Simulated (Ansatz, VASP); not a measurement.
**Sn: VASP beside Ansatz**

```xyz
1
Lattice="-1.8947 1.8947 1.8947 1.8947 -1.8947 1.8947 1.8947 1.8947 -1.8947" Properties=species:S:1:pos:R:3 pbc="T T T"
Sn    0.0000    0.0000    0.0000
```

Alike in both runs: task electric field gradients; functional r2SCAN; k mesh 14 × 14 × 14; occupations fermi-dirac, width 0.08 eV; no spin polarisation.

|  | VASP | Ansatz |
| --- | --- | --- |
| version | VASP 6.6.1 | Ansatz 0.2.0 |
| potentials or method | VASP PAW PBE potentials, release 64 (Sn_d) | PAW with Ansatz's default frozen-core files, scalar-relativistic |
| plane-wave cutoff (eV) | 520 | 500 |
| valence electrons in the cell | 14 | 14 |

|  | VASP | Ansatz | Ansatz less VASP |
| --- | --- | --- | --- |
| pressure (GPa) | -0.5 | -0.5 | +0.01 |

VASP's potentials were made for PBE, not for r2SCAN.
